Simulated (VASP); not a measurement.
Input of a VASP 6.6.1 run:

Contents of INCAR:

```
SYSTEM = C
ALGO = Normal
EDIFF = 1E-6
ENCUT = 520
GGA = PE
ISIF = 2
ISMEAR = 0
LASPH = .True.
LCHARG = .False.
LREAL = .False.
LWAVE = .False.
NBANDS = 16
NELM = 60
PREC = Accurate
SIGMA = 0.01
```

The input KPOINTS:

```
k-points
0
Gamma
  6 6 4
  0 0 0
```

POSCAR

```
C
1.0
    2.5031953728      0.0000000000      0.0000000000
   -1.2515976864      2.1678307835      0.0000000000
    0.0000000000      0.0000000000      4.1688692769
C
4
Direct
    0.3333333333      0.6666666667      0.0002313179
    0.6666666667      0.3333333333      0.5002313179
    0.3333333333      0.6666666667      0.3747686821
    0.6666666667      0.3333333333      0.8747686821
```

Potentials or basis: VASP PAW PBE potentials, release 64 (C).

Launch:

```bash
$ cat potpaw_PBE.64/C/POTCAR > POTCAR
$ mpirun -np 1 vasp_std > vasp.out
```

Q: Estimate the pressure.

A: 4.9 GPa.

Q: Predict the band gap on the k mesh.

A: 3.31 eV, indirect (least direct gap 4.99 eV).

Forces on the atoms (eV/Å):
```
C    0.000  0.000  0.006
C    0.000  0.000  0.006
C    0.000  0.000 -0.006
C    0.000  0.000 -0.006
```

Caveat: the k points lie up to 0.48 Å⁻¹ apart. A k mesh can miss the band edges.
